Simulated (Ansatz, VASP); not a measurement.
**One calculation of SiC, two programs**

The input INCAR:

```
SYSTEM = SiC
PREC = Accurate
ENCUT = 520
EDIFF = 1E-6
ISMEAR = 0
SIGMA = 0.05
LREAL = .False.
LASPH = .True.
NELM = 60
ALGO = Normal
ISIF = 2
LWAVE = .False.
LCHARG = .False.
GGA = PS
NBANDS = 11
```

Contents of KPOINTS:

```
regular mesh
0
Gamma
  20 20 20
  0 0 0
```

POSCAR

```
SiC
1.0
    0.0000000000      1.9031858706      1.9031858706
    1.9031858706      0.0000000000      1.9031858706
    1.9031858706      1.9031858706      0.0000000000
C Si
1 1
Direct
    0.0000000000      0.0000000000      0.0000000000
    0.5000000000      0.5000000000      0.5000000000
```

Input for Ansatz:

```yaml
crystal:
  lattice:
    - [0.0, 1.9031858706, 1.9031858706]
    - [1.9031858706, 0.0, 1.9031858706]
    - [1.9031858706, 1.9031858706, 0.0]
  atoms:
    - { symbol: C, position: [0.0, 0.0, 0.0] }
    - { symbol: Si, position: [0.5, 0.5, 0.5] }
basis:
  ecutwfc: 420
  ecutrho_ratio: 4
kpoints:
  mp_grid: { grid: [20, 20, 20] }
hamiltonian:
  xc: pbesol
scf:
  occupations: { method: gaussian, width: 0.05 }
output:
  forces: true
  stress: true
  eigenvalues: true
```

Alike in both runs: task single point; functional PBEsol; k mesh 20 × 20 × 20; occupations gaussian, width 0.05 eV; no spin polarisation.

|  | VASP | Ansatz |
| --- | --- | --- |
| version | VASP 6.6.1 | Ansatz 0.2.0 |
| potentials or method | VASP PAW PBE potentials, release 64 (C, Si), cutoff 520 eV | scalar-relativistic, plane waves, PAW |
| valence electrons in the cell | 8 | 8 |

|  | VASP | Ansatz | Ansatz less VASP |
| --- | --- | --- | --- |
| gap on the k mesh at the Fermi level (eV) | 0.39 | 0.39 | +0.001 |
| least direct gap on the mesh (eV) | 5.51 | 5.50 | -0.007 |

VASP's potentials were made for PBE, not for PBEsol. The functional is the same, so the differences come from potentials, cutoffs and numerics.
